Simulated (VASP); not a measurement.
Set up this calculation in VASP 6.6.1, as the native input.

| Quantity | Value |
| --- | --- |
| Task | single point |
| Functional | PBE |
| Potentials or basis | VASP PAW PBE potentials, release 64 (Ta_pv, Si, O) |
| Cutoff | 520 eV |
| k mesh | 12 × 12 × 8 |
| Occupations | gaussian, width 0.1 eV |
| Spin | no spin polarisation |
| Dipole correction | no |
| Further INCAR settings | ALGO = Normal; EDIFF = 1e-06; NBANDS = 28 |

The structure of TaSiO4 lies in POSCAR:

```
TaSiO4
1.0
    3.3980479642      0.0000000000      0.0000000000
    0.0000000000      3.3980479642      0.0000000000
    0.0000000000      0.0000000000      4.8908917731
Ta Si O
1 1 4
Direct
    0.5000000000      0.5000000000      0.5000000000
    0.0000000000      0.0000000000      0.0000000000
    0.5000000000      0.0000000000      0.7591592476
    0.0000000000      0.5000000000      0.2408407524
    0.5000000000      0.0000000000      0.2408407524
    0.0000000000      0.5000000000      0.7591592476
```

The cell was built from a structure type or drawn by symmetry, and may not be a known phase.

These files were run (other wordings do the same):

INCAR

```
ALGO = Normal
EDIFF = 1E-6
ENCUT = 520
GGA = PE
ISIF = 2
ISMEAR = 0
LASPH = T
LCHARG = F
LREAL = F
LWAVE = F
NBANDS = 28
NELM = 80
PREC = Accurate
SIGMA = 0.1
```

KPOINTS

```
k-points
0
Gamma
  12 12 8
```

Potentials or basis: VASP PAW PBE potentials, release 64 (Ta_pv, Si, O).

Command:

```sh
$ cat potpaw_PBE.64/Ta_pv/POTCAR potpaw_PBE.64/Si/POTCAR potpaw_PBE.64/O/POTCAR > POTCAR
$ mpirun -np 1 vasp_std > vasp.out
```

It gave:

The pressure is 0.6 GPa, the largest force is 0.030 eV/Å and the band gap on the k mesh is zero (an odd number of electrons rules out a gap without spin polarisation).

Caveat: spin-orbit coupling is left out, which moves the levels of the heavy elements; an odd number of electrons without spin polarisation forces a metal; a magnetic or distorted state may lie lower.

Wall time 4.2 min on 1 thread of AMD EPYC 7R13, with other jobs on the host, peak memory 0.29 GiB.
